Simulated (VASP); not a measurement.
**LiH: single point with PBE**

The system is LiH.

```xyz
2
Lattice="0.0000 1.9985 1.9985 1.9985 0.0000 1.9985 1.9985 1.9985 0.0000" Properties=species:S:1:pos:R:3 pbc="T T T"
Li    0.0000    0.0000    0.0000
H     1.9985    1.9985    1.9985
```

```json
{
 "Program": "VASP 6.6.1",
 "Task": "single point",
 "Functional": "PBE",
 "Potentials or basis": "VASP PAW PBE potentials, release 64 (Li_sv, H)",
 "Cutoff": "520 eV",
 "k mesh": "6 × 6 × 6",
 "Occupations": "gaussian, width 0.01 eV",
 "Spin": "no spin polarisation"
}
```

| Quantity | Value |
| --- | --- |
| Band gap on the k mesh | 2.97 eV, direct |

Levels at points of the mesh, in eV from the valence-band top:
```tsv
k point	band 1	band 2	band 3	band 4	band 5	band 6
(0.00, 0.00, 0.00)	-44.29	-5.47	16.21	17.98	17.98	17.98
(0.50, 0.00, 0.00)	-44.24	-2.65	4.94	13.74	16.58	16.58
(0.50, 0.50, 0.00)	-44.22	0.00	2.97	10.86	10.86	14.03
```

It took 3.1 s on 1 thread of Intel Xeon 6975P-C, on a shared host, peak memory 0.13 GiB.

Caveat: the k points lie up to 0.45 Å⁻¹ apart. As with any semilocal functional, this PBE gap is likely too small.
